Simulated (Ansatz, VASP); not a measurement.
## V in VASP and in Ansatz

```xyz
2
Lattice="0.0000 2.6183 2.6183 2.6183 0.0000 2.6183 2.6183 2.6183 0.0000" Properties=species:S:1:pos:R:3 pbc="T T T"
V     0.6546    0.6546    0.6546
V     4.5820    4.5820    4.5820
```

Alike in both runs: task single point; functional r2SCAN; k mesh 12 × 12 × 12; occupations fermi-dirac, width 0.1 eV; no spin polarisation.

```csv
,VASP,Ansatz
version,VASP 6.6.1,Ansatz 0.2.0
potentials or method,"VASP PAW PBE potentials, release 64 (V_sv), cutoff 520 eV","plane waves (500 eV) with PAW, scalar-relativistic"
valence electrons in the cell,26,26
```

|  | VASP | Ansatz | Ansatz less VASP |
| --- | --- | --- | --- |
| pressure (GPa) | 0.9 | 0.0 | -0.94 |

VASP's potentials were made for PBE, not for r2SCAN.
